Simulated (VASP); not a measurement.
Set up this calculation in VASP 6.6.1, as the native input.

```
Task                   : single point
Functional             : PBEsol
Potentials or basis    : VASP PAW PBE potentials, release 64 (Cu)
Cutoff                 : 520 eV
k mesh                 : 11 × 11 × 11
Occupations            : fermi-dirac, width 0.05 eV
Spin                   : no spin polarisation
Dipole correction      : no
Further INCAR settings : ALGO = Normal; EDIFF = 1e-06; NBANDS = 18
```

The structure of Cu lies in POSCAR:

```
Cu
1.0
    1.2019959458     -3.9226365845      0.0000000000
    1.2019959458      3.9226365845      0.0000000000
    0.0000000000      0.0000000000      2.4420387800
Cu
2
Direct
    0.8661333500      0.1338666500      0.7500000000
    0.1338666500      0.8661333500      0.2500000000
```

The input as run:

INCAR

```
SYSTEM = Cu
  ALGO = Normal
  EDIFF = 1E-6
  ENCUT = 520
  GGA = PS
  ISIF = 2
  ISMEAR = -1
  LASPH = .TRUE.
  LCHARG = .TRUE.
  LELF = .TRUE.
  LREAL = .FALSE.
  LVHAR = .TRUE.
  LWAVE = .FALSE.
  NBANDS = 18
  NELM = 100
  PREC = Accurate
  SIGMA = 0.05
```

KPOINTS

```
k-points
0
G
  11 11 11
  0 0 0
```

Potentials or basis: VASP PAW PBE potentials, release 64 (Cu).

Run with:

```console
$ cat potpaw_PBE.64/Cu/POTCAR > POTCAR
$ mpirun -np 1 vasp_std > vasp.out
```

It gave:

```
Pressure               : 5.7 GPa
Largest force          : 0.055 eV/Å
Band gap on the k mesh : zero (band 11 reaches 11.58 eV, above the bottom of band 12 at 6.06 eV)
```

Caveat: the PAW data sets were made with another functional, which shifts forces and pressure a little.

Wall time 31 s on 1 thread of Intel(R) Xeon(R) 6975P-C (Granite Rapids) (shared host), peak memory 0.2 GiB.
